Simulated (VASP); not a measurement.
A run of VASP 6.6.1 is set up as follows.

Contents of POSCAR:

```
TiB2
1.0
    3.0307524544      0.0000000000      0.0000000000
   -1.5153762272      2.6247086181      0.0000000000
    0.0000000000      0.0000000000      3.2278520659
Ti B
1 2
Direct
    0.0000000000      0.0000000000      0.0000000000
    0.3333333333      0.6666666667      0.5000000000
    0.6666666667      0.3333333333      0.5000000000
```

INCAR.step1

```
PREC = Accurate
ENCUT = 600
ISMEAR = -1
SIGMA = 0.02
LREAL = F
LASPH = T
NELM = 80
GGA = PE
ALGO = Normal
EDIFF = 1E-4
LWAVE = T
LCHARG = F
```

The input INCAR.step2:

```
PREC = Accurate
ENCUT = 600
EDIFF = 1E-7
ISMEAR = -1
SIGMA = 0.02
LREAL = F
LASPH = T
NELM = 80
ALGO = Normal
ISIF = 3
LWAVE = F
LCHARG = F
METAGGA = R2SCAN
LMIXTAU = T
IBRION = 2
NSW = 80
EDIFFG = -0.005
ISTART = 1
```

The input KPOINTS:

```
regular mesh
0
Gamma
  12 12 8
```

Potentials or basis: VASP PAW PBE potentials, release 64 (Ti_sv, B).

Launch:

```bash
$ cat potpaw_PBE.64/Ti_sv/POTCAR potpaw_PBE.64/B/POTCAR > POTCAR
$ cp INCAR.step1 INCAR
$ mpirun -np 1 vasp_std > vasp.out
$ cp INCAR.step2 INCAR
$ mpirun -np 1 vasp_std > vasp.out
```

**Question.** Estimate the relaxed volume.

**Answer.** 8.54 Å³/atom.

**Question.** Estimate the band gap on the k mesh.

**Answer.** Zero (bands 9 and 10 overlap by 0.71 eV).

**Question.** What does it give for the space group after relaxing (to 0.1 Å)?

**Answer.** P6/mmm (No. 191).

**Question.** What does it give for the relaxed cell?

**Answer.** a = 3.026 Å, b = 3.026 Å, c = 3.232 Å, α = 90.00°, β = 90.00°, γ = 120.00°.

Final structure:
```
CELL_PARAMETERS angstrom
3.02564 0.00000 0.00000
-1.51282 2.62028 0.00000
0.00000 0.00000 3.23248
ATOMIC_POSITIONS crystal
Ti 0.00000 0.00000 0.00000
B 0.33333 0.66667 0.50000
B 0.66667 0.33333 0.50000
```

Caveat: the PAW data sets were made with another functional, which shifts forces and pressure a little.
